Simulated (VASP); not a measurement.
# CaO (Fm-3m) in VASP: a series of runs

CaO is run at these levels: r2SCAN; tasks: single point.

All numbers are computed with VASP 6.6.1; they aren't measurements. Logs are shortened: lines on timing, memory, paths and dates and some standing lists are left out, and cuts for length are marked.

**1. The cell of the first run**

The structure is cubic, space group Fm-3m (No. 225). Conventional cell: a = 4.858 Å, b = 4.858 Å, c = 4.858 Å, α = 90.00°, β = 90.00°, γ = 90.00°. Within 3.2 Å of Ca (site symmetry m-3m) lie 6 O at 2.43 Å. O (site symmetry m-3m) has 6 Ca at 2.43 Å within 3.2 Å.

**2. Single point, r2SCAN (volume scaled by 1.040)**

POSCAR reads:

```
CaO
1.0
    0.0000000000      2.4289723000      2.4289723000
    2.4289723000      0.0000000000      2.4289723000
    2.4289723000      2.4289723000      0.0000000000
Ca O
1 1
Direct
    0.5000000000      0.5000000000      0.5000000000
    0.0000000000      0.0000000000      0.0000000000
```

INCAR.step1 reads:

```
PREC = Accurate
ENCUT = 520
ISMEAR = 0
SIGMA = 0.05
LREAL = False
LASPH = True
NELM = 100
NBANDS = 15
GGA = PE
ALGO = Normal
EDIFF = 1E-4
LWAVE = True
LCHARG = False
```

INCAR.step2 reads:

```
PREC = Accurate
ENCUT = 520
EDIFF = 1E-6
ISMEAR = 0
SIGMA = 0.05
LREAL = False
LASPH = True
NELM = 100
ALGO = Normal
ISIF = 2
LWAVE = False
LCHARG = True
METAGGA = R2SCAN
LMIXTAU = True
LELF = True
LVHAR = True
NBANDS = 15
ISTART = 1
```

KPOINTS reads:

```
regular mesh
0
Gamma
  8 8 8
```

Potentials or basis: VASP PAW PBE potentials, release 64 (Ca_sv, O).

Launch:

```bash
> cat potpaw_PBE.64/Ca_sv/POTCAR potpaw_PBE.64/O/POTCAR > POTCAR
> cp INCAR.step1 INCAR
> mpirun -np 1 vasp_std > vasp.out
> cp INCAR.step2 INCAR
> mpirun -np 1 vasp_std > vasp.out
```

OUTCAR:

```text
PREC = Accurate
   ENCUT = 520
   EDIFF = 1E-6
   ISMEAR = 0
   LREAL = False
   LASPH = True
   NELM = 100
   ISIF = 2
   METAGGA = R2SCAN
   ISTART = 1

 ion  position               nearest neighbor table
   1  0.500  0.500  0.500-   2 2.43   2 2.43   2 2.43   2 2.43   2 2.43   2 2.43
   2  0.000  0.000  0.000-   1 2.43   1 2.43   1 2.43   1 2.43   1 2.43   1 2.43

  LATTYP: Found a face centered cubic cell.
 ALAT       =     4.8579446000

  Lattice vectors:

 A1 = (   0.0000000000,   2.4289723000,   2.4289723000)
 A2 = (   2.4289723000,   0.0000000000,   2.4289723000)
 A3 = (   2.4289723000,   2.4289723000,   0.0000000000)

Analysis of symmetry for initial positions (statically):
=====================================================================
 Subroutine PRICEL returns:
 Original cell was already a primitive cell.

 Routine SETGRP: Setting up the symmetry group for a
 face centered cubic supercell.

 Subroutine GETGRP returns: Found 48 space group operations
 (whereof 48 operations were pure point group operations)
 out of a pool of 48 trial point group operations.

The static configuration has the point symmetry O_h .

Analysis of symmetry for dynamics (positions and initial velocities):
=====================================================================
 Subroutine PRICEL returns:
 Original cell was already a primitive cell.

 Routine SETGRP: Setting up the symmetry group for a
 face centered cubic supercell.

 Subroutine GETGRP returns: Found 48 space group operations
 (whereof 48 operations were pure point group operations)
 out of a pool of 48 trial point group operations.

The dynamic configuration has the point symmetry O_h .

 Subroutine INISYM returns: Found 48 space group operations
 (whereof 48 operations are pure point group operations),
 and found     1 'primitive' translations

----------------------------------------------------------------------------------------

                                     Primitive cell

  volume of cell :      28.6614

  direct lattice vectors                    reciprocal lattice vectors
     0.000000000  2.428972300  2.428972300    -0.205848375  0.205848375  0.205848375
     2.428972300  0.000000000  2.428972300     0.205848375 -0.205848375  0.205848375
     2.428972300  2.428972300  0.000000000     0.205848375  0.205848375 -0.205848375

  length of vectors
     3.435085569  3.435085569  3.435085569     0.356539844  0.356539844  0.356539844

  position of ions in fractional coordinates (direct lattice)
     0.500000000  0.500000000  0.500000000
     0.000000000  0.000000000  0.000000000

  ion indices of the primitive-cell ions
   primitive index   ion index
                 1           1
                 2           2

----------------------------------------------------------------------------------------

 KPOINTS: regular mesh

Automatic generation of k-mesh.
 Grid dimensions read from file:
 generate k-points for:    8    8    8

 Generating k-lattice:

  Cartesian coordinates                     Fractional coordinates (reciprocal lattice)
    -0.025731047  0.025731047  0.025731047     0.125000000  0.000000000  0.000000000
     0.025731047 -0.025731047  0.025731047     0.000000000  0.125000000  0.000000000
     0.025731047  0.025731047 -0.025731047     0.000000000  0.000000000  0.125000000

  Length of vectors
     0.044567480  0.044567480  0.044567480

  Shift w.r.t. Gamma in fractional coordinates (k-lattice)
     0.000000000  0.000000000  0.000000000

 Subroutine IBZKPT returns following result:
 ===========================================

 Found     29 irreducible k-points:

 Following reciprocal coordinates:
            Coordinates               Weight
  0.000000  0.000000  0.000000      1.000000
  0.125000  0.000000  0.000000      8.000000
  0.250000  0.000000  0.000000      8.000000
  0.375000  0.000000  0.000000      8.000000
  0.500000  0.000000  0.000000      4.000000
  0.125000  0.125000  0.000000      6.000000
[... 16 lines left out ...]
  0.500000  0.250000  0.125000     48.000000
 -0.375000  0.250000  0.125000     24.000000
 [... further k-points ...]
   k-points           NKPTS =     29   k-points in BZ     NKDIM =     29   number of bands    NBANDS=     15
   number of dos      NEDOS =    301   number of ions     NIONS =      2
   total plane-waves  NPLWV =  21952
   dimension x,y,z NGX =    28 NGY =   28 NGZ =   28
   dimension x,y,z NGXF=    56 NGYF=   56 NGZF=   56
   ions per type =               1   1
   NGX,Y,Z   is equivalent  to a cutoff of  13.55, 13.55, 13.55 a.u.
   NGXF,Y,Z  is equivalent  to a cutoff of  27.10, 27.10, 27.10 a.u.
 SYSTEM =  unknown system
   PREC   = accura    normal or accurate (medium, high low for compatibility)
   ISTART =      1    job   : 0-new  1-cont  2-samecut
   ICHARG =      0    charge: 1-file 2-atom 10-const
   ISPIN  =      1    spin polarized calculation?
   LNONCOLLINEAR =      F non collinear calculations
   LSORBIT =      F    spin-orbit coupling
   LASPH  =      T    aspherical Exc in radial PAW
   ENCUT  =  520.0 eV  38.22 Ry    6.18 a.u.   6.39  6.39  6.39*2*pi/ulx,y,z
   NELM   =    100;   NELMIN=  2; NELMDL=  0     # of ELM steps
   EDIFF  = 0.1E-05   stopping-criterion for ELM
   LREAL  =      F    real-space projection
   EDIFFG = 0.1E-04   stopping-criterion for IOM
   NSW    =      0    number of steps for IOM
   IBRION =     -1    ionic relax: 0-MD 1-quasi-New 2-CG
   NFREE  =      0    steps in history (QN), initial steepest desc. (CG)
   ISIF   =      2    stress and relaxation
   ISYM   =      2    0-nonsym 1-usesym 2-fastsym
   POTIM  = 0.5000    time-step for ionic-motion
   TEBEG  =    0.0;   TEEND  =   0.0 temperature during run
   PSTRESS=    0.0 pullay stress
   NELECT =      16.0000    total number of electrons
   NUPDOWN=      -1.0000    fix difference up-down
   EMIN   =  10.00;   EMAX   =-10.00  energy-range for DOS
   EFERMI =   0.00;   METHOD = LEGACY
   ISMEAR =     0;   SIGMA  =   0.05  broadening in eV -4-tet -1-fermi 0-gaus
   EFERMI_NEDOS =   21; number of points for ismear=-14 and -15
   IALGO  =     38    algorithm
   IMIX   =      4    mixing-type and parameters
     AMIX     =   0.40;   BMIX     =  1.00
     AMIX_MAG =   1.60;   BMIX_MAG =  1.00
  volume/ion in A,a.u.               =      14.33        96.71
  Fermi-wavevector in a.u.,A,eV,Ry     =   1.347976  2.547306 24.722332  1.817040
  Thomas-Fermi vector in A             =   2.475683
   LORBIT       =      0    0 simple, 1 ext, 2 COOP (PROOUT), +10 PAW based schemes
   METAGGA = R2SCAN    functional components
   LHFCALC =     F    Hartree Fock is set to
   AEXX    =    0.0000 exact exchange contribution
   IVDW    =     0    specifies the selected vdW correction
   LEPSILON=     F    determine dielectric tensor
   LRPA    =     F    only Hartree local field effects (RPA)
 non-spin polarized calculation
 Gauss-broadening in eV      SIGMA  =   0.05
  energy-cutoff  :      520.00
  volume of cell :       28.66
 maximum number of plane-waves:       784
 NGX is ok and might be reduce to    28
   NGX = 13   NGY = 13   NGZ = 13

 number of electron      16.0000002 magnetization

 Free energy of the ion-electron system (eV)
  ---------------------------------------------------
  ext. energy  EPLUGINS =         0.00000000
  ---------------------------------------------------
  free energy    TOTEN  =       -19.44614343 eV

  energy without entropy =      -19.44614343  energy(sigma->0) =      -19.44614343

 E-fermi :   2.0483     XC(G=0): -10.9066

 val. band max:        1.8391614715   @ k =   0.0000   0.0000   0.0000
 cond. band min:       6.0337554037   @ k =   0.5000   0.5000   0.0000
 fundamental gap:      4.1945939321
 Fermi energy:         2.0483387197

 k-point     1 :       0.0000    0.0000    0.0000
  band No.  band energies     occupation
      1     -37.3549      2.00000
      2     -17.2677      2.00000
      3     -17.2677      2.00000
      4     -17.2677      2.00000
      5     -14.5731      2.00000
      6       1.8391      2.00000
      7       1.8392      2.00000
      8       1.8392      2.00000
      9       7.0023      0.00000
     10       8.6101      0.00000
     11       8.6101      0.00000
     12       8.6101      0.00000
     13      10.1509      0.00000
     14      10.1509      0.00000
     15      17.4003      0.00000

 k-point     2 :       0.1250    0.0000    0.0000
  band No.  band energies     occupation
      1     -37.3422      2.00000
      2     -17.4696      2.00000
      3     -17.2747      2.00000
      4     -17.2746      2.00000
      5     -14.3611      2.00000
      6       1.3356      2.00000
      7       1.6438      2.00000
      8       1.6438      2.00000
      9       7.6756      0.00000
     10       8.5624      0.00000
     11       8.8702      0.00000
     12       8.8702      0.00000
     13      10.5038      0.00000
     14      10.5038      0.00000
     15      17.9634      0.00000

 k-point     3 :       0.2500    0.0000    0.0000
  band No.  band energies     occupation
      1     -37.3113      2.00000
      2     -17.8714      2.00000
      3     -17.2912      2.00000
      4     -17.2912      2.00000
      5     -13.9321      2.00000
      6       0.3758      2.00000
      7       1.2202      2.00000
      8       1.2202      2.00000
      9       8.6159      0.00000
     10       9.1383      0.00000
     11       9.5531      0.00000
     12       9.5531      0.00000
     13      11.3603      0.00000
     14      11.3603      0.00000
     15      18.2504      0.00000
[... 343 lines left out ...]
 k-point    23 :       0.5000    0.2500    0.1250
  band No.  band energies     occupation
      1     -37.2641      2.00000
      2     -18.0472      2.00000
      3     -17.4655      2.00000
      4     -17.3560      2.00000
      5     -13.7536      2.00000
      6      -0.0872      2.00000
      7       0.8210      2.00000
      8       1.0296      2.00000
      9       8.2357      0.00000
     10       9.8245      0.00000
     11      10.8134      0.00000
     12      10.9114      0.00000
     13      12.2681      0.00000
     14      13.4536      0.00000
     15      17.2052      0.00000

 k-point    24 :      -0.3750    0.2500    0.1250
  band No.  band energies     occupation
      1     -37.2538      2.00000
      2     -18.1048      2.00000
      3     -17.4783      2.00000
      4     -17.3789      2.00000
      5     -13.7004      2.00000
      6      -0.1361      2.00000
      7       0.7520      2.00000
      8       0.8320      2.00000
      9       9.0900      0.00000
     10       9.1756      0.00000
     11      11.0998      0.00000
     12      11.2641      0.00000
     13      12.5558      0.00000
     14      14.2527      0.00000
     15      16.2865      0.00000

 [... further k-points ...]

------------------------ aborting loop because EDIFF is reached ----------------------------------------

  FORCE on cell =-STRESS in cart. coord.  units (eV):
  Direction    XX          YY          ZZ          XY          YZ          ZX
  --------------------------------------------------------------------------------------
  -------------------------------------------------------------------------------------
  Total       -0.5958926     -0.5958926     -0.5958926      0.0000000      0.0000000      0.0000000
  in kB      -33.3104778    -33.3104778    -33.3104778      0.0000000      0.0000000      0.0000000
  external PRESSURE =     -33.3104778 kB  Pullay stress =       0.0000000 kB

 VOLUME and BASIS-vectors are now :
 -----------------------------------------------------------------------------
  energy-cutoff  :      520.00
  volume of cell :       28.66
      direct lattice vectors                 reciprocal lattice vectors
     0.000000000  2.428972300  2.428972300    -0.205848375  0.205848375  0.205848375
     2.428972300  0.000000000  2.428972300     0.205848375 -0.205848375  0.205848375
     2.428972300  2.428972300  0.000000000     0.205848375  0.205848375 -0.205848375

 POSITION                                       TOTAL-FORCE (eV/Angst)
 -----------------------------------------------------------------------------------
      2.42897      2.42897      2.42897        -0.000000      0.000000      0.000000
      0.00000      0.00000      0.00000         0.000000     -0.000000     -0.000000
 -----------------------------------------------------------------------------------
    total drift:                                0.000000      0.000000      0.000000

  FREE ENERGIE OF THE ION-ELECTRON SYSTEM (eV)
  ---------------------------------------------------
  free  energy   TOTEN  =       -19.4461434286 eV

  energy  without entropy=      -19.4461434286  energy(sigma->0) =      -19.44614343
```

It took 71 s on 1 thread of AMD EPYC 7R13 (Zen 3), shared host; peak memory 0.14 GiB.

What came out:

```yaml
Free_energy: -19.4461 eV
Pressure: -3.3 GPa
Band_gap_on_the_k_mesh: 4.19 eV, indirect (least direct gap 4.58 eV)
```

Caveat: the PAW data sets were made with another functional, which shifts forces and pressure a little.

**3. Single point, r2SCAN (volume scaled by 1.070)**

POSCAR reads:

```
CaO
1.0
    0.0000000000      2.4521067619      2.4521067619
    2.4521067619      0.0000000000      2.4521067619
    2.4521067619      2.4521067619      0.0000000000
Ca O
1 1
Direct
    0.5000000000      0.5000000000      0.5000000000
    0.0000000000      0.0000000000      0.0000000000
```

INCAR.step1 reads:

```
SYSTEM = CaO
PREC = Accurate
ENCUT = 520
ISMEAR = 0
SIGMA = 0.05
LREAL = .False.
LASPH = .True.
NELM = 80
NBANDS = 15
GGA = PE
ALGO = Normal
EDIFF = 1E-4
LWAVE = .True.
LCHARG = .False.
```

INCAR.step2 reads:

```
SYSTEM = CaO
PREC = Accurate
ENCUT = 520
EDIFF = 1E-6
ISMEAR = 0
SIGMA = 0.05
LREAL = .False.
LASPH = .True.
NELM = 80
ALGO = Normal
ISIF = 2
LWAVE = .False.
LCHARG = .True.
METAGGA = R2SCAN
LMIXTAU = .True.
LELF = .True.
LVHAR = .True.
NBANDS = 15
ISTART = 1
```

KPOINTS reads:

```
regular mesh
0
Gamma
  8 8 8
  0 0 0
```

Potentials or basis: VASP PAW PBE potentials, release 64 (Ca_sv, O).

Launch:

```bash
> cat potpaw_PBE.64/Ca_sv/POTCAR potpaw_PBE.64/O/POTCAR > POTCAR
> cp INCAR.step1 INCAR
> mpirun -np 1 vasp_std > vasp.out
> cp INCAR.step2 INCAR
> mpirun -np 1 vasp_std > vasp.out
```

OUTCAR:

```text
SYSTEM = CaO
   PREC = Accurate
   ENCUT = 520
   EDIFF = 1E-6
   ISMEAR = 0
   LREAL = .False.
   LASPH = .True.
   NELM = 80
   ISIF = 2
   METAGGA = R2SCAN
   ISTART = 1

 ion  position               nearest neighbor table
   1  0.500  0.500  0.500-   2 2.45   2 2.45   2 2.45   2 2.45   2 2.45   2 2.45
   2  0.000  0.000  0.000-   1 2.45   1 2.45   1 2.45   1 2.45   1 2.45   1 2.45

  LATTYP: Found a face centered cubic cell.
 ALAT       =     4.9042135238

  Lattice vectors:

 A1 = (   0.0000000000,   2.4521067619,   2.4521067619)
 A2 = (   2.4521067619,   0.0000000000,   2.4521067619)
 A3 = (   2.4521067619,   2.4521067619,   0.0000000000)

Analysis of symmetry for initial positions (statically):
=====================================================================
 Subroutine PRICEL returns:
 Original cell was already a primitive cell.

 Routine SETGRP: Setting up the symmetry group for a
 face centered cubic supercell.

 Subroutine GETGRP returns: Found 48 space group operations
 (whereof 48 operations were pure point group operations)
 out of a pool of 48 trial point group operations.

The static configuration has the point symmetry O_h .

[... 177 lines left out ...]
      8       1.6882      2.00000
      9       6.6233      0.00000
     10       8.3835      0.00000
     11       8.3835      0.00000
     12       8.3835      0.00000
     13       9.8769      0.00000
     14       9.8769      0.00000
[... 401 lines left out ...]
      2     -18.3020      2.00000
      3     -17.7515      2.00000
      4     -17.6617      2.00000
      5     -13.8814      2.00000
      6      -0.2432      2.00000
      7       0.6286      2.00000
      8       0.7197      2.00000
      9       8.8227      0.00000
     10       8.9059      0.00000
     11      10.7794      0.00000
     12      10.8982      0.00000
     13      12.1776      0.00000
     14      13.8227      0.00000
     15      15.7610      0.00000

 [... further k-points ...]

------------------------ aborting loop because EDIFF is reached ----------------------------------------

  FORCE on cell =-STRESS in cart. coord.  units (eV):
  Direction    XX          YY          ZZ          XY          YZ          ZX
  --------------------------------------------------------------------------------------
  -------------------------------------------------------------------------------------
  Total       -1.1073553     -1.1073553     -1.1073553      0.0000000      0.0000000      0.0000000
  in kB      -60.1657645    -60.1657645    -60.1657645      0.0000000      0.0000000      0.0000000
  external PRESSURE =     -60.1657645 kB  Pullay stress =       0.0000000 kB

 VOLUME and BASIS-vectors are now :
 -----------------------------------------------------------------------------
  energy-cutoff  :      520.00
  volume of cell :       29.49
      direct lattice vectors                 reciprocal lattice vectors
     0.000000000  2.452106762  2.452106762    -0.203906293  0.203906293  0.203906293
     2.452106762  0.000000000  2.452106762     0.203906293 -0.203906293  0.203906293
     2.452106762  2.452106762  0.000000000     0.203906293  0.203906293 -0.203906293

 POSITION                                       TOTAL-FORCE (eV/Angst)
 -----------------------------------------------------------------------------------
      2.45211      2.45211      2.45211        -0.000000     -0.000000     -0.000000
      0.00000      0.00000      0.00000         0.000000      0.000000      0.000000
 -----------------------------------------------------------------------------------
    total drift:                                0.000000      0.000000      0.000000

  FREE ENERGIE OF THE ION-ELECTRON SYSTEM (eV)
  ---------------------------------------------------
  free  energy   TOTEN  =       -19.4227666764 eV

  energy  without entropy=      -19.4227666764  energy(sigma->0) =      -19.42276668
```

OUTCAR.step1:

```text
SYSTEM = CaO
   PREC = Accurate
   ENCUT = 520
   ISMEAR = 0
   LREAL = .False.
   LASPH = .True.
[... 654 lines left out ...]
      2.45211      2.45211      2.45211         0.000000      0.000000     -0.000000
      0.00000      0.00000      0.00000        -0.000000     -0.000000      0.000000
 -----------------------------------------------------------------------------------
    total drift:                                0.000000      0.000000      0.000000

  FREE ENERGIE OF THE ION-ELECTRON SYSTEM (eV)
  ---------------------------------------------------
  free  energy   TOTEN  =       -12.7924174517 eV

  energy  without entropy=      -12.7924174517  energy(sigma->0) =      -12.79241745
```

It took 58 s on 1 thread of AMD EPYC 7R13 (Zen 3), shared host; peak memory 0.14 GiB.

What came out:

```yaml
Free_energy: -19.4228 eV
Pressure: -6.0 GPa
Band_gap_on_the_k_mesh: 4.20 eV, indirect (least direct gap 4.58 eV)
```

Caveat: the PAW data sets were made with another functional, which shifts forces and pressure a little.
